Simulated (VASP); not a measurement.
# V in VASP: notebook, part 2 of 2

VASP 6.6.1. Earlier steps stand in the parts before.

## 5. Single point, LDA, collinear spin, ferromagnetic start (volume scaled by 0.94)

INCAR

```
PREC     = Accurate       # precision mode
ENCUT    = 520            # plane-wave cutoff, eV
EDIFF    = 1E-6           # SCF threshold, eV
ISMEAR   = -1             # smearing method
SIGMA    = 0.05           # smearing width, eV
LREAL    = F              # projectors in reciprocal space
LASPH    = T              # aspherical terms in the spheres
NELM     = 150            # most SCF steps
ALGO     = Fast           # electronic algorithm
ISIF     = 2              # what is computed and relaxed
LWAVE    = F              # write WAVECAR
LCHARG   = F              # write CHGCAR
ISPIN    = 2              # spin polarisation
MAGMOM   = 2              # initial moments
LORBIT   = 11             # projections on sites
LMAXMIX  = 4              # l up to which the mixer works
NBANDS   = 16             # bands
```

KPOINTS

```
regular mesh
0
Gamma
  12 12 12
```

POSCAR

```
V
1.0
   -1.4834362237      1.4834362237      1.4834362237
    1.4834362237     -1.4834362237      1.4834362237
    1.4834362237      1.4834362237     -1.4834362237
V
1
Direct
    0.0000000000      0.0000000000      0.0000000000
```

Potentials or basis: VASP PAW LDA potentials, release 64 (V_sv).

The run is started by

```bash
$ cat potpaw_LDA.64/V_sv/POTCAR > POTCAR
$ mpirun -np 1 vasp_std > vasp.out
```

OUTCAR:

```text
PREC = Accurate
   ENCUT = 520
   EDIFF = 1E-6
   ISMEAR = -1
   LREAL = F
   LASPH = T
   NELM = 150
   ISIF = 2
   ISPIN = 2
   LORBIT = 11

 ion  position               nearest neighbor table
   1  0.000  0.000  0.000-

  LATTYP: Found a body centered cubic cell.
 ALAT       =     2.9668724474

  Lattice vectors:

 A1 = (  -1.4834362237,   1.4834362237,   1.4834362237)
 A2 = (   1.4834362237,  -1.4834362237,   1.4834362237)
 A3 = (   1.4834362237,   1.4834362237,  -1.4834362237)

Analysis of symmetry for initial positions (statically):
=====================================================================
 Subroutine PRICEL returns:
 Original cell was already a primitive cell.

 Routine SETGRP: Setting up the symmetry group for a
 body centered cubic supercell.

 Subroutine GETGRP returns: Found 48 space group operations
 (whereof 48 operations were pure point group operations)
 out of a pool of 48 trial point group operations.

The static configuration has the point symmetry O_h .

Analysis of symmetry for dynamics (positions and initial velocities):
=====================================================================
 Subroutine PRICEL returns:
 Original cell was already a primitive cell.

 Routine SETGRP: Setting up the symmetry group for a
 body centered cubic supercell.

 Subroutine GETGRP returns: Found 48 space group operations
 (whereof 48 operations were pure point group operations)
 out of a pool of 48 trial point group operations.

The dynamic configuration has the point symmetry O_h .

Analysis of structural, dynamic, and magnetic symmetry:
=====================================================================
 Subroutine PRICEL returns:
 Original cell was already a primitive cell.

 Routine SETGRP: Setting up the symmetry group for a
 body centered cubic supercell.

 Subroutine GETGRP returns: Found 48 space group operations
 (whereof 48 operations were pure point group operations)
 out of a pool of 48 trial point group operations.

The overall configuration has the point symmetry O_h .

 Subroutine INISYM returns: Found 48 space group operations
[... 125 lines left out ...]
   LRPA    =     F    only Hartree local field effects (RPA)
 spin polarized calculation
 RMM-DIIS sequential band-by-band and
  energy-cutoff  :      520.00
  volume of cell :       13.06
 maximum number of plane-waves:       370
   NGX =  9   NGY =  9   NGZ =  9

 number of electron      12.9999998 magnetization       0.0003865

 Free energy of the ion-electron system (eV)
  ---------------------------------------------------
  ext. energy  EPLUGINS =         0.00000000
  ---------------------------------------------------
  free energy    TOTEN  =        -9.94012052 eV

  energy without entropy =       -9.92232562  energy(sigma->0) =       -9.93122307

 E-fermi :   9.8777     XC(G=0): -13.3962

 val. band max:        9.8766056094   @ k =   0.3333   0.1667   0.0833
 cond. band min:       9.8858077725   @ k =   0.3333   0.1667   0.0000
 fundamental gap:      0.0092021632
 Fermi energy:         9.8777190869

 spin component 1

 k-point     1 :       0.0000    0.0000    0.0000
  band No.  band energies     occupation
      1     -53.0352      1.00000
      2     -26.6844      1.00000
      3     -26.6844      1.00000
      4     -26.6844      1.00000
      5       3.2985      1.00000
      6      10.2798      0.00032
[... 435 lines left out ...]
      5       7.0717      1.00000
      6       8.5877      1.00000
[... 8 lines left out ...]
     15      39.9081      0.00000
     16      39.9266      0.00000

 [... further k-points ...]

 spin component 2

 k-point     1 :       0.0000    0.0000    0.0000
  band No.  band energies     occupation
      1     -53.0350      1.00000
      2     -26.6841      1.00000
      3     -26.6841      1.00000
      4     -26.6841      1.00000
      5       3.2987      1.00000
      6      10.2800      0.00032
[... 435 lines left out ...]
      5       7.0719      1.00000
      6       8.5880      1.00000
[... 8 lines left out ...]
     15      39.9083      0.00000
     16      39.9268      0.00000

 [... further k-points ...]
[... 5 lines left out ...]
  --------------------------------------------------------------------------------------
  -------------------------------------------------------------------------------------
  Total       -0.6379303     -0.6379303     -0.6379303      0.0000000     -0.0000000      0.0000000
  in kB      -78.2739319    -78.2739319    -78.2739319      0.0000000     -0.0000000      0.0000000
  external PRESSURE =     -78.2739319 kB  Pullay stress =       0.0000000 kB

 VOLUME and BASIS-vectors are now :
 -----------------------------------------------------------------------------
  energy-cutoff  :      520.00
  volume of cell :       13.06
      direct lattice vectors                 reciprocal lattice vectors
    -1.483436224  1.483436224  1.483436224     0.000000000  0.337055272  0.337055272
     1.483436224 -1.483436224  1.483436224     0.337055272  0.000000000  0.337055272
     1.483436224  1.483436224 -1.483436224     0.337055272  0.337055272  0.000000000

 POSITION                                       TOTAL-FORCE (eV/Angst)
 -----------------------------------------------------------------------------------
      0.00000      0.00000      0.00000        -0.000000      0.000000      0.000000
 -----------------------------------------------------------------------------------
    total drift:                                0.000000     -0.000000      0.000000

  FREE ENERGIE OF THE ION-ELECTRON SYSTEM (eV)
  ---------------------------------------------------
  free  energy   TOTEN  =        -9.9401205236 eV

  energy  without entropy=       -9.9223256212  energy(sigma->0) =       -9.93122307

 total charge

# of ion       s       p       d       tot
------------------------------------------
    1        2.353   6.224   3.157  11.734

 magnetization (x)

# of ion       s       p       d       tot
------------------------------------------
    1        0.000   0.000   0.000   0.000
```

OSZICAR:

```text
N       E                     dE             d eps       ncg     rms          rms(c)
DAV:   1     0.912706745708E+02    0.91271E+02   -0.64860E+03  4680   0.897E+02
DAV:   2    -0.922070787057E+01   -0.10049E+03   -0.96173E+02  5056   0.271E+02
DAV:   3    -0.107831433149E+02   -0.15624E+01   -0.15604E+01  5224   0.368E+01
DAV:   4    -0.107890521602E+02   -0.59088E-02   -0.59088E-02  5448   0.238E+00
DAV:   5    -0.107891014432E+02   -0.49283E-04   -0.49284E-04  5320   0.203E-01    0.210E+01
RMM:   6    -0.994138252613E+01    0.84772E+00   -0.13156E+00  5224   0.110E+01    0.309E+00
RMM:   7    -0.994221509339E+01   -0.83257E-03   -0.47369E-02  5152   0.224E+00    0.207E+00
RMM:   8    -0.994443523471E+01   -0.22201E-02   -0.65826E-03  5292   0.901E-01    0.884E-01
RMM:   9    -0.993994220760E+01    0.44930E-02   -0.17609E-03  5421   0.497E-01    0.252E-01
RMM:  10    -0.994010898593E+01   -0.16678E-03   -0.50942E-04  5296   0.251E-01    0.304E-02
RMM:  11    -0.994011567401E+01   -0.66881E-05   -0.40582E-05  5394   0.715E-02    0.206E-02
RMM:  12    -0.994012010692E+01   -0.44329E-05   -0.83029E-06  5108   0.333E-02    0.816E-03
RMM:  13    -0.994012052362E+01   -0.41670E-06   -0.20064E-06  3827   0.149E-02
   1 F= -.99401205E+01 E0= -.99312231E+01  d E =-.177949E-01  mag=     0.0003
```

It took 74 s on 1 thread of AMD EPYC 7R13, shared host; peak memory 0.11 GiB.

Results:

* Free energy: -9.9401 eV
* Pressure: -7.8 GPa
* Net moment: 0.00 μB per cell
* Valence electrons inside the program's atomic spheres: V 11.73

Levels at points of the mesh, in eV from the Fermi level:
Spin up:
```
           k point  band 4  band 5  band 6  band 7  band 8  band 9
(0.00, 0.00, 0.00)  -36.56   -6.58    0.40    0.40    0.40    2.48
(0.50, 0.00, 0.00)  -36.57   -3.28   -1.21    1.85    2.49    2.86
(0.50, 0.50, 0.50)  -37.26   -3.15   -3.15    3.89    3.89    3.89
```
Spin down:
| k point | band 4 | band 5 | band 6 | band 7 | band 8 | band 9 |
| --- | --- | --- | --- | --- | --- | --- |
| (0.00, 0.00, 0.00) | -36.56 | -6.58 | 0.40 | 0.40 | 0.40 | 2.48 |
| (0.50, 0.00, 0.00) | -36.57 | -3.28 | -1.21 | 1.85 | 2.49 | 2.86 |
| (0.50, 0.50, 0.50) | -37.26 | -3.15 | -3.15 | 3.89 | 3.89 | 3.89 |

## 6. Single point, LDA, collinear spin, ferromagnetic start (volume scaled by 0.98)

INCAR

```
SYSTEM = V
PREC = Accurate
ENCUT = 520
EDIFF = 1E-6
ISMEAR = -1
SIGMA = 0.05
LREAL = .False.
LASPH = .True.
NELM = 150
ALGO = Normal
ISIF = 2
LWAVE = .False.
LCHARG = .False.
ISPIN = 2
MAGMOM = 2
LORBIT = 11
LMAXMIX = 4
GGA = CA
NBANDS = 16
```

KPOINTS

```
Automatic mesh
0
Gamma
  12 12 12
  0 0 0
```

POSCAR

```
V
1.0
   -1.5041862709      1.5041862709      1.5041862709
    1.5041862709     -1.5041862709      1.5041862709
    1.5041862709      1.5041862709     -1.5041862709
V
1
Direct
    0.0000000000      0.0000000000      0.0000000000
```

Potentials or basis: VASP PAW LDA potentials, release 64 (V_sv).

The run is started by

```bash
$ cat potpaw_LDA.64/V_sv/POTCAR > POTCAR
$ mpirun -np 1 vasp_std > vasp.out
```

OUTCAR:

```text
SYSTEM = V
   PREC = Accurate
   ENCUT = 520
   EDIFF = 1E-6
   ISMEAR = -1
   LREAL = .False.
   LASPH = .True.
   NELM = 150
   ISIF = 2
   ISPIN = 2
   LORBIT = 11
   GGA = CA

 ion  position               nearest neighbor table
   1  0.000  0.000  0.000-

  LATTYP: Found a body centered cubic cell.
 ALAT       =     3.0083725418

  Lattice vectors:

 A1 = (  -1.5041862709,   1.5041862709,   1.5041862709)
 A2 = (   1.5041862709,  -1.5041862709,   1.5041862709)
 A3 = (   1.5041862709,   1.5041862709,  -1.5041862709)

Analysis of symmetry for initial positions (statically):
=====================================================================
 Subroutine PRICEL returns:
 Original cell was already a primitive cell.

 Routine SETGRP: Setting up the symmetry group for a
 body centered cubic supercell.

 Subroutine GETGRP returns: Found 48 space group operations
 (whereof 48 operations were pure point group operations)
 out of a pool of 48 trial point group operations.

The static configuration has the point symmetry O_h .

Analysis of symmetry for dynamics (positions and initial velocities):
=====================================================================
 Subroutine PRICEL returns:
 Original cell was already a primitive cell.

 Routine SETGRP: Setting up the symmetry group for a
 body centered cubic supercell.

 Subroutine GETGRP returns: Found 48 space group operations
 (whereof 48 operations were pure point group operations)
 out of a pool of 48 trial point group operations.

The dynamic configuration has the point symmetry O_h .

Analysis of structural, dynamic, and magnetic symmetry:
=====================================================================
 Subroutine PRICEL returns:
 Original cell was already a primitive cell.

 Routine SETGRP: Setting up the symmetry group for a
 body centered cubic supercell.

 Subroutine GETGRP returns: Found 48 space group operations
 (whereof 48 operations were pure point group operations)
 out of a pool of 48 trial point group operations.

The overall configuration has the point symmetry O_h .

 Subroutine INISYM returns: Found 48 space group operations
[... 124 lines left out ...]
   LEPSILON=     F    determine dielectric tensor
   LRPA    =     F    only Hartree local field effects (RPA)
 spin polarized calculation
  energy-cutoff  :      520.00
  volume of cell :       13.61
 maximum number of plane-waves:       380
   NGX =  9   NGY =  9   NGZ =  9

 number of electron      12.9999991 magnetization       0.0010379

 Free energy of the ion-electron system (eV)
  ---------------------------------------------------
  ext. energy  EPLUGINS =         0.00000000
  ---------------------------------------------------
  free energy    TOTEN  =        -9.90117309 eV

  energy without entropy =       -9.88260250  energy(sigma->0) =       -9.89188780

 E-fermi :   9.3457     XC(G=0): -13.1669

 val. band max:        9.3301725013   @ k =  -0.4167   0.5000   0.1667
 cond. band min:       9.3728532041   @ k =  -0.3333   0.3333   0.1667
 fundamental gap:      0.0426807028
 Fermi energy:         9.3457343434

 spin component 1

 k-point     1 :       0.0000    0.0000    0.0000
  band No.  band energies     occupation
      1     -53.6121      1.00000
      2     -27.3336      1.00000
      3     -27.3336      1.00000
      4     -27.3336      1.00000
      5       2.8576      1.00000
      6       9.7414      0.00037
[... 435 lines left out ...]
      5       6.6627      1.00000
      6       8.1403      1.00000
[... 8 lines left out ...]
     15      38.4765      0.00000
     16      38.7793      0.00000

 [... further k-points ...]

 spin component 2

 k-point     1 :       0.0000    0.0000    0.0000
  band No.  band energies     occupation
      1     -53.6113      1.00000
      2     -27.3328      1.00000
      3     -27.3328      1.00000
      4     -27.3328      1.00000
      5       2.8582      1.00000
      6       9.7421      0.00036
[... 435 lines left out ...]
      5       6.6634      1.00000
      6       8.1410      1.00000
[... 8 lines left out ...]
     15      38.4771      0.00000
     16      38.7799      0.00000

 [... further k-points ...]
[... 5 lines left out ...]
  --------------------------------------------------------------------------------------
  -------------------------------------------------------------------------------------
  Total       -1.2359562     -1.2359562     -1.2359562      0.0000000      0.0000000     -0.0000000
  in kB     -145.4617469   -145.4617469   -145.4617469      0.0000000      0.0000000     -0.0000000
  external PRESSURE =    -145.4617469 kB  Pullay stress =       0.0000000 kB

 VOLUME and BASIS-vectors are now :
 -----------------------------------------------------------------------------
  energy-cutoff  :      520.00
  volume of cell :       13.61
      direct lattice vectors                 reciprocal lattice vectors
    -1.504186271  1.504186271  1.504186271     0.000000000  0.332405640  0.332405640
     1.504186271 -1.504186271  1.504186271     0.332405640  0.000000000  0.332405640
     1.504186271  1.504186271 -1.504186271     0.332405640  0.332405640  0.000000000

 POSITION                                       TOTAL-FORCE (eV/Angst)
 -----------------------------------------------------------------------------------
      0.00000      0.00000      0.00000        -0.000000     -0.000000     -0.000000
 -----------------------------------------------------------------------------------
    total drift:                                0.000000     -0.000000      0.000000

  FREE ENERGIE OF THE ION-ELECTRON SYSTEM (eV)
  ---------------------------------------------------
  free  energy   TOTEN  =        -9.9011730864 eV

  energy  without entropy=       -9.8826025046  energy(sigma->0) =       -9.89188780

 total charge

# of ion       s       p       d       tot
------------------------------------------
    1        2.341   6.212   3.107  11.660

 magnetization (x)

# of ion       s       p       d       tot
------------------------------------------
    1        0.000   0.000   0.001   0.001
```

OSZICAR:

```text
N       E                     dE             d eps       ncg     rms          rms(c)
DAV:   1     0.915809131786E+02    0.91581E+02   -0.63442E+03  4640   0.884E+02
DAV:   2    -0.931871801562E+01   -0.10090E+03   -0.96984E+02  5072   0.270E+02
DAV:   3    -0.108253638616E+02   -0.15066E+01   -0.15047E+01  5328   0.361E+01
DAV:   4    -0.108312711026E+02   -0.59072E-02   -0.59072E-02  5416   0.238E+00
DAV:   5    -0.108313225385E+02   -0.51436E-04   -0.51436E-04  5352   0.207E-01    0.199E+01
DAV:   6    -0.990138376156E+01    0.92994E+00   -0.17005E+00  4680   0.217E+01    0.260E+00
DAV:   7    -0.990429163464E+01   -0.29079E-02   -0.70881E-02  5120   0.271E+00    0.188E+00
DAV:   8    -0.990512350155E+01   -0.83187E-03   -0.55865E-03  5072   0.786E-01    0.830E-01
DAV:   9    -0.990096946003E+01    0.41540E-02   -0.18403E-03  5272   0.520E-01    0.216E-01
DAV:  10    -0.990115337135E+01   -0.18391E-03   -0.53764E-04  5184   0.217E-01    0.437E-02
DAV:  11    -0.990116846220E+01   -0.15091E-04   -0.13243E-05  5056   0.396E-02    0.196E-02
DAV:  12    -0.990117281103E+01   -0.43488E-05   -0.17432E-06  4424   0.141E-02    0.490E-03
DAV:  13    -0.990117308640E+01   -0.27537E-06   -0.11689E-07  2448   0.354E-03
   1 F= -.99011731E+01 E0= -.98918878E+01  d E =-.185706E-01  mag=     0.0007
```

Wall time 64 s (1 thread of AMD EPYC 7R13, shared host); peak memory 0.1 GiB.

What came out:

```
Free energy                                           : -9.9012 eV
Pressure                                              : -14.5 GPa
Net moment                                            : 0.00 μB per cell
Valence electrons inside the program's atomic spheres : V 11.66
```

## 7. Overview

```tsv
level	potentials or basis	cell	k mesh	gap on the mesh (eV)	pressure (GPa)	moment (μB)
PBE	VASP PAW PBE potentials, release 64 (V_sv)	a = 2.588 Å, angles 110.0, 110.0, 108.4°, 1 atom	9 × 9 × 9	none	1.4	0.00
PBE	VASP PAW PBE potentials, release 64 (V_sv)	a = 2.553 Å, angles 110.6, 110.6, 107.3°, 1 atom	9 × 9 × 9	none	9.9	0.00
LDA	VASP PAW LDA potentials, release 64 (V_sv)	a = 2.569 Å, angles 109.5°, 1 atom	12 × 12 × 12	none	-7.8	0.00
LDA	VASP PAW LDA potentials, release 64 (V_sv)	a = 2.605 Å, angles 109.5°, 1 atom	12 × 12 × 12	none	-14.5	0.00
```

Alike in all rows: task single point; spin collinear, ferromagnetic start; cutoff (eV) 520; smearing fermi-dirac 0.05 eV.

Total energies depend on the potentials used, so only differences within one code and one set of settings carry meaning.
